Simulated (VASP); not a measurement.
# TiAl (P1) in VASP: single point with PBE+U

Aim: the single point of TiAl with PBE+U.

Program: VASP 6.6.1. These are calculated values, not measurements. Logs are shortened: lines on timing, memory, paths and dates and some standing lists are left out, and cuts for length are marked.

### Step 1. The cell of the first run

The typed cell holds 4 atoms: a = 4.027 Å, b = 3.951 Å, c = 4.147 Å, α = 90.87°, β = 89.46°, γ = 88.15°.

### Step 2. Single point, PBE+U, non-collinear spin, typed start, spin-orbit coupling

INCAR

```
SYSTEM = TiAl
ALGO = Normal
EDIFF = 1E-6
ENCUT = 520
GGA = PE
GGA_COMPAT = .False.
ISIF = 2
ISMEAR = -1
LASPH = .True.
LCHARG = .False.
LDAU = .True.
LDAUJ = 0 0
LDAUL = -1 2
LDAUPRINT = 1
LDAUTYPE = 2
LDAUU = 0 4.43
LMAXMIX = 4
LORBIT = 11
LORBMOM = .True.
LREAL = .False.
LSORBIT = .True.
LWAVE = .False.
MAGMOM = 0 0 0 0 0 0 0.005 -0.008 1 0.005 -0.008 1
NBANDS = 44
NELM = 150
PREC = Accurate
SIGMA = 0.1
```

KPOINTS

```
Automatic mesh
0
Gamma
  5 5 4
  0.5 0.5 0
```

POSCAR

```
TiAl
1.0
    4.0262680000      0.0643390000      0.0194130000
    0.0643390000      3.9502150000     -0.0307520000
    0.0196390000     -0.0311100000      4.1464610000
Al Ti
2 2
Direct
    0.9981070000      0.4829170000      0.4819290000
    0.4918730000      0.0000410000      0.4969870000
    0.0103000000      0.0160000000      0.0119320000
    0.4770940000      0.5167230000      0.0177880000
```

Potentials or basis: VASP PAW PBE potentials, release 64 (Al, Ti_sv).

The run is started by

```
cat potpaw_PBE.64/Al/POTCAR potpaw_PBE.64/Ti_sv/POTCAR > POTCAR
mpirun -np 1 vasp_ncl > vasp.out
```

OUTCAR:

```text
SYSTEM = TiAl
   EDIFF = 1E-6
   ENCUT = 520
   GGA = PE
   ISIF = 2
   ISMEAR = -1
   LASPH = .True.
   LORBIT = 11
   LREAL = .False.
   LSORBIT = .True.
   NELM = 150
   PREC = Accurate

 ion  position               nearest neighbor table
   1  0.998  0.483  0.482-   3 2.66   2 2.71   4 2.72   2 2.84   2 2.84   4 2.86   3 2.89   3 2.89
                             2 2.90   4 2.96   3 3.02   4 3.04
   2  0.492  0.000  0.497-   1 2.71   4 2.74   3 2.81   1 2.84   1 2.84   3 2.87   4 2.87   3 2.89
                             1 2.90   4 2.91   4 2.95   3 3.00
   3  0.010  0.016  0.012-   1 2.66   4 2.68   4 2.77   2 2.81   2 2.87   4 2.87   2 2.89   1 2.89
                             1 2.89   2 3.00   1 3.02
   4  0.477  0.517  0.018-   3 2.68   1 2.72   2 2.74   3 2.77   1 2.86   2 2.87   3 2.87   2 2.91
                             2 2.95   1 2.96   1 3.04

  LATTYP: Found a triclinic cell.
 ALAT       =     3.9508586078
 B/A-ratio  =     1.4506917080
 C/A-ratio  =     1.0495501415
 COS(alpha) =     0.0038531082
 COS(beta)  =     0.0152074572
 COS(gamma) =     0.7119635072

  Lattice vectors:

 A1 = (   0.0643390000,   3.9502150000,  -0.0307520000)
 A2 = (   4.0906070000,   4.0145540000,  -0.0113390000)
 A3 = (  -0.0196390000,   0.0311100000,  -4.1464610000)

Analysis of symmetry for initial positions (statically):
=====================================================================
 Subroutine PRICEL returns:
 Original cell was already a primitive cell.

 Routine SETGRP: Setting up the symmetry group for a
 triclinic supercell.

 Subroutine GETGRP returns: Found  1 space group operations
 (whereof  1 operations were pure point group operations)
 out of a pool of  2 trial point group operations.

The static configuration has the point symmetry C_1 .

Analysis of symmetry for dynamics (positions and initial velocities):
=====================================================================
 Subroutine PRICEL returns:
 Original cell was already a primitive cell.

 Routine SETGRP: Setting up the symmetry group for a
 triclinic supercell.

 Subroutine GETGRP returns: Found  1 space group operations
 (whereof  1 operations were pure point group operations)
 out of a pool of  2 trial point group operations.

The dynamic configuration has the point symmetry C_1 .

Analysis of structural, dynamic, and magnetic symmetry:
=====================================================================
 Subroutine PRICEL returns:
 Original cell was already a primitive cell.

 Routine SETGRP: Setting up the symmetry group for a
 triclinic supercell.

 Subroutine GETGRP returns: Found  1 space group operations
 (whereof  1 operations were pure point group operations)
 out of a pool of  2 trial point group operations.

The overall configuration has the point symmetry C_1 .

 Subroutine INISYM returns: Found  1 space group operations
 (whereof  1 operations are pure point group operations),
 and found     1 'primitive' translations

----------------------------------------------------------------------------------------

                                     Primitive cell

  volume of cell :      65.9253

  direct lattice vectors                    reciprocal lattice vectors
     4.026268000  0.064339000  0.019413000     0.248439593 -0.004055849 -0.001207122
     0.064339000  3.950215000 -0.030752000    -0.004055849  0.253231778  0.001919153
     0.019639000 -0.031110000  4.146461000    -0.001193230  0.001897068  0.241189403

  length of vectors
     4.026828824  3.950858608  4.146624211     0.248475629  0.253271527  0.241199815

  position of ions in fractional coordinates (direct lattice)
     0.998107000  0.482917000  0.481929000
     0.491873000  0.000041000  0.496987000
     0.010300000  0.016000000  0.011932000
     0.477094000  0.516723000  0.017788000

  ion indices of the primitive-cell ions
   primitive index   ion index
                 1           1
                 2           2
                 3           3
                 4           4

----------------------------------------------------------------------------------------

[... 215 lines left out ...]

  energy without entropy =      -18.16753698  energy(sigma->0) =      -18.19846303

 E-fermi :   8.8073     XC(G=0): -10.9597

 val. band max:        8.8052593274   @ k =   0.1000   0.3000   0.2500
 cond. band min:       8.8196283068   @ k =  -0.3000   0.1000   0.0000
 fundamental gap:      0.0143689794
 Fermi energy:         8.8072895875

 k-point     1 :       0.1000    0.1000    0.0000
  band No.  band energies     occupation
      1     -49.5723      1.00000
      2     -49.4565      1.00000
      3     -48.6796      1.00000
      4     -48.5691      1.00000
      5     -26.2583      1.00000
      6     -25.9169      1.00000
[... 1069 lines left out ...]
     41      11.2425      0.00000
     42      11.3542      0.00000

 [... further k-points ...]

 [bands above 42 left out]

------------------------ aborting loop because EDIFF is reached ----------------------------------------

  FORCE on cell =-STRESS in cart. coord.  units (eV):
  Direction    XX          YY          ZZ          XY          YZ          ZX
  --------------------------------------------------------------------------------------
  -------------------------------------------------------------------------------------
  Total        2.4036017      3.2960723      3.1825180     -1.4760082      0.9815973     -0.4985382
  in kB       58.4145378     80.1041779     77.3444779    -35.8713066     23.8556807    -12.1159334
  external PRESSURE =      71.9543979 kB  Pullay stress =       0.0000000 kB

 VOLUME and BASIS-vectors are now :
 -----------------------------------------------------------------------------
  energy-cutoff  :      520.00
  volume of cell :       65.93
      direct lattice vectors                 reciprocal lattice vectors
     4.026268000  0.064339000  0.019413000     0.248439593 -0.004055849 -0.001207122
     0.064339000  3.950215000 -0.030752000    -0.004055849  0.253231778  0.001919153
     0.019639000 -0.031110000  4.146461000    -0.001193230  0.001897068  0.241189403

 POSITION                                       TOTAL-FORCE (eV/Angst)
 -----------------------------------------------------------------------------------
      4.05918      1.95685      2.00283        -0.407494      0.811417      1.271308
      1.99018      0.01635      2.07028         0.314996      0.141206      0.583398
      0.04273      0.06349      0.04918        -1.026761     -0.476628     -0.786189
      1.95450      2.07131      0.06713         1.119260     -0.475995     -1.068517
 -----------------------------------------------------------------------------------
    total drift:                               -0.000250     -0.000239     -0.000022

  FREE ENERGIE OF THE ION-ELECTRON SYSTEM (eV)
  ---------------------------------------------------
  free  energy   TOTEN  =       -18.2293890878 eV

  energy  without entropy=      -18.1675369794  energy(sigma->0) =      -18.19846303

 orbital moment (x)

 # of ion     p       d       tot
 ----------------------------------------
  1        -0.000   0.000  -0.000
  2        -0.000   0.000  -0.000
  3        -0.000  -0.001  -0.001
  4        -0.000  -0.001  -0.001
 ----------------------------------------
           -0.000  -0.003  -0.003

 orbital moment (y)

 # of ion     p       d       tot
 ----------------------------------------
  1         0.000   0.000   0.000
  2         0.000   0.000   0.000
  3         0.000   0.002   0.002
  4         0.000   0.001   0.001
 ----------------------------------------
            0.000   0.003   0.003

 orbital moment (z)

 # of ion     p       d       tot
 ----------------------------------------
  1        -0.000   0.000  -0.000
  2        -0.000   0.000  -0.000
  3        -0.001  -0.033  -0.034
  4        -0.001  -0.033  -0.034
 ----------------------------------------
           -0.001  -0.066  -0.067

 Spin-Orbit-Coupling matrix elements

 Ion:    1  E_soc:     -0.0001775
 l=   1
     0.0000000    -0.0000324    -0.0000240
    -0.0000324     0.0000000    -0.0000323
    -0.0000240    -0.0000323     0.0000000
 l=   2
     0.0000000     0.0000000     0.0000000     0.0000000     0.0000000
     0.0000000     0.0000000     0.0000000     0.0000000     0.0000000
     0.0000000     0.0000000     0.0000000     0.0000000     0.0000000
     0.0000000     0.0000000     0.0000000     0.0000000     0.0000000
     0.0000000     0.0000000     0.0000000     0.0000000     0.0000000
 l=   3
     0.0000000     0.0000000     0.0000000     0.0000000     0.0000000     0.0000000     0.0000000
     0.0000000     0.0000000     0.0000000     0.0000000     0.0000000     0.0000000     0.0000000
     0.0000000     0.0000000     0.0000000     0.0000000     0.0000000     0.0000000     0.0000000
     0.0000000     0.0000000     0.0000000     0.0000000     0.0000000     0.0000000     0.0000000
[... 49 lines left out ...]
 l=   2
     0.0000000    -0.0000522     0.0000000    -0.0000507    -0.0001820
    -0.0000522     0.0000000    -0.0000947    -0.0000314    -0.0000179
     0.0000000    -0.0000947     0.0000000    -0.0000928     0.0000000
    -0.0000507    -0.0000314    -0.0000928     0.0000000    -0.0000179
    -0.0001820    -0.0000179     0.0000000    -0.0000179     0.0000000
 l=   3
     0.0000000     0.0000000     0.0000000     0.0000000     0.0000000     0.0000000     0.0000000
     0.0000000     0.0000000     0.0000000     0.0000000     0.0000000     0.0000000     0.0000000
     0.0000000     0.0000000     0.0000000     0.0000000     0.0000000     0.0000000     0.0000000
     0.0000000     0.0000000     0.0000000     0.0000000     0.0000000     0.0000000     0.0000000
     0.0000000     0.0000000     0.0000000     0.0000000     0.0000000     0.0000000     0.0000000
     0.0000000     0.0000000     0.0000000     0.0000000     0.0000000     0.0000000     0.0000000
     0.0000000     0.0000000     0.0000000     0.0000000     0.0000000     0.0000000     0.0000000

 total charge

# of ion       s       p       d       tot
------------------------------------------
    1        0.414   0.424   0.000   0.839
    2        0.411   0.422   0.000   0.833
    3        2.211   6.141   1.834  10.185
    4        2.210   6.140   1.832  10.183
--------------------------------------------------
tot          5.246  13.128   3.666  22.040

 magnetization (x)

# of ion       s       p       d       tot
------------------------------------------
    1       -0.000  -0.000   0.000  -0.001
    2       -0.000  -0.000   0.000  -0.001
    3        0.000   0.001   0.015   0.016
    4        0.000   0.001   0.017   0.017
--------------------------------------------------
tot          0.000   0.000   0.032   0.032

 magnetization (y)

# of ion       s       p       d       tot
------------------------------------------
    1        0.000   0.000   0.000   0.000
    2        0.000   0.000   0.000   0.000
    3       -0.000  -0.000  -0.007  -0.008
    4       -0.000  -0.000  -0.007  -0.008
--------------------------------------------------
tot         -0.000  -0.000  -0.014  -0.015

 magnetization (z)

# of ion       s       p       d       tot
------------------------------------------
    1       -0.013  -0.017   0.000  -0.031
    2       -0.013  -0.018   0.000  -0.031
    3        0.021   0.031   0.923   0.975
    4        0.021   0.031   0.923   0.975
--------------------------------------------------
tot          0.016   0.028   1.846   1.889
```

Wall time 28 min (1 thread of Oxide Virtual Turin-like, shared host); peak memory 0.54 GiB.

What came out:

* Free energy: -18.2294 eV
* Pressure: 7.2 GPa
* Largest force: 1.619 eV/Å
* Net moment: 2.38 μB per cell
* Valence electrons inside the program's atomic spheres: Al 0.84, 0.83; Ti 10.19, 10.18

Forces in eV/Å, atoms in the order of the input:
```
Al  -0.407  0.811  1.271
Al   0.315  0.141  0.583
Ti  -1.027 -0.477 -0.786
Ti   1.119 -0.476 -1.069
```

Moments on the atoms (μB; x, y, z):
```
Al   0.00  0.00 -0.03
Al   0.00  0.00 -0.03
Ti   0.02 -0.01  0.97
Ti   0.02 -0.01  0.97
```

Caveat: the k points lie up to 0.38 Å⁻¹ apart; the U is typed as a test and isn't derived for this compound; forces of over 1 eV/Å act on the atoms, so gaps and moduli don't describe the material at rest.
